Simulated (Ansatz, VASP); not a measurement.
**Al: VASP beside Ansatz**

Contents of INCAR:

```
SYSTEM = Al
PREC = Accurate
ENCUT = 520
EDIFF = 1E-7
ISMEAR = 0
SIGMA = 0.15
LREAL = .FALSE.
LASPH = .TRUE.
NELM = 80
ALGO = Fast
ISIF = 2
LWAVE = .FALSE.
LCHARG = .FALSE.
GGA = PE
IVDW = 12
NBANDS = 10
```

KPOINTS

```
Automatic mesh
0
G
  18 18 10
  0 0 0
```

Contents of POSCAR:

```
Al
1.0
    2.8124553515      0.0000000000      0.0000000000
   -1.4062276757      2.4356577814      0.0000000000
    0.0000000000      0.0000000000      4.8668500000
Al
2
Direct
    0.5764999594      0.5796733588      0.7500000000
    0.3333333333      0.6666666667      0.2500000000
```

Input for Ansatz:

```yaml
crystal:
  lattice:
    - [2.8124553515, 0.0, 0.0]
    - [-1.4062276757, 2.4356577814, 0.0]
    - [0.0, 0.0, 4.86685]
  atoms:
    - { symbol: Al, position: [0.5764999594, 0.5796733588, 0.75] }
    - { symbol: Al, position: [0.3333333333, 0.6666666667, 0.25] }
basis:
  ecutwfc: 420
kpoints:
  mp_grid: { grid: [18, 18, 10] }
hamiltonian:
  xc: pbe
  dispersion: d3bj
scf:
  occupations: { method: gaussian, width: 0.15 }
output:
  forces: true
  stress: true
  eigenvalues: true
```

Alike in both runs: task single point; functional PBE; dispersion D3(BJ); k mesh 18 × 18 × 10; occupations gaussian, width 0.15 eV; no spin polarisation.

```csv
,VASP,Ansatz
version,VASP 6.6.1,Ansatz 0.2.0
potentials or method,"VASP PAW PBE potentials, release 64 (Al), cutoff 520 eV","scalar-relativistic, plane waves, PAW"
valence electrons in the cell,6,6
```

VASP gave:

| Quantity | Value |
| --- | --- |
| gap on the k mesh at the Fermi level (eV) | none |
| pressure (GPa) | 2.2 |
| traceless stress, the component that is largest in VASP (GPa) | 7.12 |
| rms of the force components (eV/Å) | 0.431 |

Question: What did Ansatz give for the same quantities?

Answer: gap on the k mesh at the Fermi level (eV): none; pressure (GPa): 2.2; traceless stress, the component that is largest in VASP (GPa): 7.11; rms of the force components (eV/Å): 0.432.

Atom by atom the forces differ by 0.001 eV/Å (rms over components). A gap of «none» marks a metal or a gap that the smearing closes.
